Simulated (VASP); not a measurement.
# ScBi3 (I4mm) in VASP: single point with PBE

Aim: the single point of ScBi3 with PBE.

Program: VASP 6.6.1. These are calculated values, not measurements. Logs are shortened: lines on timing, memory, paths and dates and some standing lists are left out, and cuts for length are marked.

### 1 The cell of the first run

The structure is tetragonal, space group I4mm (No. 107). Conventional cell: a = 4.630 Å, b = 4.630 Å, c = 10.821 Å, α = 90.00°, β = 90.00°, γ = 90.00°. Sc (site symmetry 4mm) has 12 Bi at 3.31 to 3.56 Å within 4.4 Å. Within 4.2 Å of Bi (site symmetry 2mm) lie 8 Bi at 3.20 to 3.95 Å and 4 Sc at 3.56 Å. Within 4.2 Å of Bi (site symmetry 4mm) lie 8 Bi at 3.20 to 3.95 Å and 4 Sc at 3.31 Å.

### 2 Single point, PBE

Contents of INCAR:

```
SYSTEM = ScBi3
PREC = Accurate
ENCUT = 520
EDIFF = 1E-7
ISMEAR = 0
SIGMA = 0.1
LREAL = .FALSE.
LASPH = .TRUE.
NELM = 60
ALGO = Normal
ISIF = 2
LWAVE = .FALSE.
LCHARG = .TRUE.
GGA = PE
LELF = .TRUE.
LVHAR = .TRUE.
NBANDS = 36
```

Contents of KPOINTS:

```
regular mesh
0
G
  2 2 3
  0 0 0
```

Contents of POSCAR:

```
ScBi3
1.0
   -2.3150920000      2.3150920000      5.4106620000
    2.3150920000     -2.3150920000      5.4106620000
    2.3150920000      2.3150920000     -5.4106620000
Sc Bi
1 3
Direct
    0.0000000000      0.0000000000      0.0000000000
    0.7500000000      0.2500000000      0.5000000000
    0.2500000000      0.7500000000      0.5000000000
    0.5462050670      0.5462050670      0.0000000000
```

Potentials or basis: VASP PAW PBE potentials, release 64 (Sc_sv, Bi_d).

On the command line:

```
cat potpaw_PBE.64/Sc_sv/POTCAR potpaw_PBE.64/Bi_d/POTCAR > POTCAR
mpirun -np 1 vasp_std > vasp.out
```

OUTCAR:

```text
SYSTEM = ScBi3
   PREC = Accurate
   ENCUT = 520
   EDIFF = 1E-7
   ISMEAR = 0
   LREAL = .FALSE.
   LASPH = .TRUE.
   NELM = 60
   ISIF = 2
   GGA = PE

 ion  position               nearest neighbor table
   1  0.000  0.000  0.000-   4 3.31   4 3.31   4 3.31   4 3.31   2 3.56   2 3.56   3 3.56   2 3.56
                             3 3.56   3 3.56   2 3.56   3 3.56
   2  0.750  0.250  0.500-   4 3.20   4 3.20   3 3.27   3 3.27   3 3.27   3 3.27   1 3.56   1 3.56
                             1 3.56   1 3.56
   3  0.250  0.750  0.500-   4 3.20   4 3.20   2 3.27   2 3.27   2 3.27   2 3.27   1 3.56   1 3.56
                             1 3.56   1 3.56
   4  0.546  0.546  0.000-   3 3.20   2 3.20   2 3.20   3 3.20   1 3.31   1 3.31   1 3.31   1 3.31

  LATTYP: Found a body centered tetragonal cell.
 ALAT       =     4.6301840000
 C/A-ratio  =     2.3371261272

  Lattice vectors:

 A1 = (  -2.3150920000,   2.3150920000,   5.4106620000)
 A2 = (   2.3150920000,  -2.3150920000,   5.4106620000)
 A3 = (   2.3150920000,   2.3150920000,  -5.4106620000)

Analysis of symmetry for initial positions (statically):
=====================================================================
 Subroutine PRICEL returns:
 Original cell was already a primitive cell.

 Routine SETGRP: Setting up the symmetry group for a
 body centered tetragonal supercell.

 Subroutine GETGRP returns: Found  8 space group operations
 (whereof  8 operations were pure point group operations)
 out of a pool of 16 trial point group operations.

The static configuration has the point symmetry C_4v.

Analysis of symmetry for dynamics (positions and initial velocities):
=====================================================================
 Subroutine PRICEL returns:
 Original cell was already a primitive cell.

 Routine SETGRP: Setting up the symmetry group for a
 body centered tetragonal supercell.

 Subroutine GETGRP returns: Found  8 space group operations
 (whereof  8 operations were pure point group operations)
 out of a pool of 16 trial point group operations.

The dynamic configuration has the point symmetry C_4v.

 Subroutine INISYM returns: Found  8 space group operations
 (whereof  8 operations are pure point group operations),
 and found     1 'primitive' translations

----------------------------------------------------------------------------------------

                                     Primitive cell

  volume of cell :     115.9970

  direct lattice vectors                    reciprocal lattice vectors
    -2.315092000  2.315092000  5.410662000     0.000000000  0.215974138  0.092410134
     2.315092000 -2.315092000  5.410662000     0.215974138  0.000000000  0.092410134
     2.315092000  2.315092000 -5.410662000     0.215974138  0.215974138  0.000000000

  length of vectors
     6.324125648  6.324125648  6.324125648     0.234913732  0.234913732  0.305433556

  position of ions in fractional coordinates (direct lattice)
     0.000000000  0.000000000  0.000000000
     0.750000000  0.250000000  0.500000000
     0.250000000  0.750000000  0.500000000
     0.546205067  0.546205067  0.000000000

  ion indices of the primitive-cell ions
   primitive index   ion index
                 1           1
                 2           2
                 3           3
                 4           4

----------------------------------------------------------------------------------------

 KPOINTS: regular mesh

Automatic generation of k-mesh.
 Grid dimensions read from file:
 generate k-points for:    2    2    3

 Generating k-lattice:

  Cartesian coordinates                     Fractional coordinates (reciprocal lattice)
     0.000000000  0.107987069  0.046205067     0.500000000  0.000000000 -0.000000000
     0.107987069  0.000000000  0.046205067     0.000000000  0.500000000 -0.000000000
     0.071991379  0.071991379  0.000000000     0.000000000  0.000000000  0.333333333

  Length of vectors
     0.117456866  0.117456866  0.101811185

  Shift w.r.t. Gamma in fractional coordinates (k-lattice)
     0.000000000  0.000000000  0.000000000

 -----------------------------------------------------------------------------
|                                                                             |
|           W    W    AA    RRRRR   N    N  II  N    N   GGGG   !!!           |
|           W    W   A  A   R    R  NN   N  II  NN   N  G    G  !!!           |
|           W    W  A    A  R    R  N N  N  II  N N  N  G       !!!           |
|           W WW W  AAAAAA  RRRRR   N  N N  II  N  N N  G  GGG   !            |
|           WW  WW  A    A  R   R   N   NN  II  N   NN  G    G                |
|           W    W  A    A  R    R  N    N  II  N    N   GGGG   !!!           |
|                                                                             |
|     Your reciprocal lattice and k-lattice belong to different lattice       |
|     classes:                                                                |
|                                                                             |
|        The reciprocal lattice is body-centered tetragonal,                  |
|        whereas your k-lattice is base-centered monoclinic.                  |
|                                                                             |
|     Results are often still useful ...                                      |
|                                                                             |
 -----------------------------------------------------------------------------

 WARNING: IBZKPT: internal override: KBLOWUP is changed to .FALSE.
      ... skipping the blow-up phase ...

 Subroutine IBZKPT returns following result:
 ===========================================

 Found      6 irreducible k-points:

 Following reciprocal coordinates:
            Coordinates               Weight
  0.000000  0.000000  0.000000      1.000000
  0.500000 -0.000000  0.000000      2.000000
  0.500000  0.500000  0.000000      1.000000
  0.000000  0.000000  0.333333      2.000000
  0.500000 -0.000000  0.333333      4.000000
  0.500000  0.500000  0.333333      2.000000
   k-points           NKPTS =      6   k-points in BZ     NKDIM =      6   number of bands    NBANDS=     36
   number of dos      NEDOS =    301   number of ions     NIONS =      4
   total plane-waves  NPLWV = 110592
   dimension x,y,z NGX =    48 NGY =   48 NGZ =   48
   dimension x,y,z NGXF=    96 NGYF=   96 NGZF=   96
   ions per type =               1   3
   NGX,Y,Z   is equivalent  to a cutoff of  12.62, 12.62, 12.62 a.u.
   NGXF,Y,Z  is equivalent  to a cutoff of  25.24, 25.24, 25.24 a.u.
 SYSTEM =  ScBi3
   PREC   = accura    normal or accurate (medium, high low for compatibility)
   ISTART =      0    job   : 0-new  1-cont  2-samecut
   ICHARG =      2    charge: 1-file 2-atom 10-const
   ISPIN  =      1    spin polarized calculation?
   LNONCOLLINEAR =      F non collinear calculations
   LSORBIT =      F    spin-orbit coupling
   LASPH  =      T    aspherical Exc in radial PAW
   ENCUT  =  520.0 eV  38.22 Ry    6.18 a.u.  11.76 11.76 11.76*2*pi/ulx,y,z
   NELM   =     60;   NELMIN=  2; NELMDL= -5     # of ELM steps
   EDIFF  = 0.1E-06   stopping-criterion for ELM
   LREAL  =      F    real-space projection
   EDIFFG = 0.1E-05   stopping-criterion for IOM
   NSW    =      0    number of steps for IOM
   IBRION =     -1    ionic relax: 0-MD 1-quasi-New 2-CG
   NFREE  =      0    steps in history (QN), initial steepest desc. (CG)
   ISIF   =      2    stress and relaxation
   ISYM   =      2    0-nonsym 1-usesym 2-fastsym
   POTIM  = 0.5000    time-step for ionic-motion
   TEBEG  =    0.0;   TEEND  =   0.0 temperature during run
   PSTRESS=    0.0 pullay stress
   NELECT =      56.0000    total number of electrons
   NUPDOWN=      -1.0000    fix difference up-down
   EMIN   =  10.00;   EMAX   =-10.00  energy-range for DOS
   EFERMI =   0.00;   METHOD = LEGACY
   ISMEAR =     0;   SIGMA  =   0.10  broadening in eV -4-tet -1-fermi 0-gaus
   EFERMI_NEDOS =   21; number of points for ismear=-14 and -15
   IALGO  =     38    algorithm
   IMIX   =      4    mixing-type and parameters
     AMIX     =   0.40;   BMIX     =  1.00
     AMIX_MAG =   1.60;   BMIX_MAG =  1.00
  volume/ion in A,a.u.               =      29.00       195.70
  Fermi-wavevector in a.u.,A,eV,Ry     =   1.284267  2.426912 22.440644  1.649341
  Thomas-Fermi vector in A             =   2.416470
   LORBIT       =      0    0 simple, 1 ext, 2 COOP (PROOUT), +10 PAW based schemes
   GGA     = PE    functional components
   LHFCALC =     F    Hartree Fock is set to
   AEXX    =    0.0000 exact exchange contribution
   IVDW    =     0    specifies the selected vdW correction
   LEPSILON=     F    determine dielectric tensor
   LRPA    =     F    only Hartree local field effects (RPA)
 non-spin polarized calculation
 Gauss-broadening in eV      SIGMA  =   0.10
  energy-cutoff  :      520.00
  volume of cell :      116.00
 maximum number of plane-waves:      3130
 NGX is ok and might be reduce to    48
   NGX = 23   NGY = 23   NGZ = 23

 number of electron      56.0000007 magnetization

 Free energy of the ion-electron system (eV)
  ---------------------------------------------------
  ext. energy  EPLUGINS =         0.00000000
  ---------------------------------------------------
  free energy    TOTEN  =       -18.08626882 eV

  energy without entropy =      -18.07031441  energy(sigma->0) =      -18.07829162

 E-fermi :   7.1428     XC(G=0): -10.2258

 val. band max:        7.1151331834   @ k =   0.5000  -0.0000   0.0000
 cond. band min:       7.2862459683   @ k =   0.5000   0.5000   0.3333
 fundamental gap:      0.1711127849
 Fermi energy:         7.1427749718

 k-point     1 :       0.0000    0.0000    0.0000
  band No.  band energies     occupation
      1     -43.3428      2.00000
      2     -21.9624      2.00000
      3     -21.9624      2.00000
      4     -21.9174      2.00000
      5     -15.5656      2.00000
      6     -15.5022      2.00000
[... 28 lines left out ...]
     35      10.0816      0.00000
     36      10.4901      0.00000
[... 164 lines left out ...]
      6     -15.5009      2.00000
[... 28 lines left out ...]
     35      10.2683      0.00000
     36      11.2146      0.00000

------------------------ aborting loop because EDIFF is reached ----------------------------------------

  FORCE on cell =-STRESS in cart. coord.  units (eV):
  Direction    XX          YY          ZZ          XY          YZ          ZX
  --------------------------------------------------------------------------------------
  -------------------------------------------------------------------------------------
  Total        2.7761143      2.7761143      0.5491822      0.0000000      0.0000000      0.0000000
  in kB       38.3443179     38.3443179      7.5854286      0.0000000      0.0000000      0.0000000
  external PRESSURE =      28.0913548 kB  Pullay stress =       0.0000000 kB

 VOLUME and BASIS-vectors are now :
 -----------------------------------------------------------------------------
  energy-cutoff  :      520.00
  volume of cell :      116.00
      direct lattice vectors                 reciprocal lattice vectors
    -2.315092000  2.315092000  5.410662000     0.000000000  0.215974138  0.092410134
     2.315092000 -2.315092000  5.410662000     0.215974138  0.000000000  0.092410134
     2.315092000  2.315092000 -5.410662000     0.215974138  0.215974138  0.000000000

 POSITION                                       TOTAL-FORCE (eV/Angst)
 -----------------------------------------------------------------------------------
      0.00000      0.00000      0.00000         0.000000      0.000000      0.359257
      0.00000      2.31509      2.70533         0.000000     -0.000000      0.898032
      2.31509      0.00000      2.70533        -0.000000      0.000000      0.898032
      0.00000      0.00000      5.91066        -0.000000     -0.000000     -2.155320
 -----------------------------------------------------------------------------------
    total drift:                               -0.000000     -0.000000      0.000146

  FREE ENERGIE OF THE ION-ELECTRON SYSTEM (eV)
  ---------------------------------------------------
  free  energy   TOTEN  =       -18.0862688206 eV

  energy  without entropy=      -18.0703144116  energy(sigma->0) =      -18.07829162
```

Run time: 48 s. Hardware: 1 thread of AMD EPYC 7R43 (Zen 3), shared host; peak memory 0.27 GiB.

What came out:

| Property | Result |
| --- | --- |
| Free energy | -18.0863 eV |
| Pressure | 2.8 GPa |
| Largest force | 2.155 eV/Å |
| Band gap on the k mesh | zero (bands 28 and 29 overlap by 0.86 eV) |

Forces on the atoms (eV/Å):
```
Sc   0.000  0.000  0.359
Bi   0.000  0.000  0.898
Bi   0.000  0.000  0.898
Bi   0.000  0.000 -2.155
```

Levels at points of the mesh, in eV from the Fermi level:
```
           k point  band 25  band 26  band 27  band 28  band 29  band 30  band 31  band 32
(0.00, 0.00, 0.00)    -3.15    -1.20    -0.48    -0.48     0.32     0.96     1.35     1.69
(0.50, 0.00, 0.00)    -1.95    -1.40    -0.67    -0.62    -0.07    -0.03     1.25     1.45
(0.50, 0.50, 0.00)    -3.91    -2.51    -0.69     0.29     1.18     1.24     1.42     1.60
```

Caveat: the k points lie up to 0.64 Å⁻¹ apart, too coarse for converged energies and pressures of a metal; spin-orbit coupling is left out, which moves the levels of the heavy elements; forces of over 1 eV/Å act on the atoms, so gaps and moduli don't describe the material at rest.
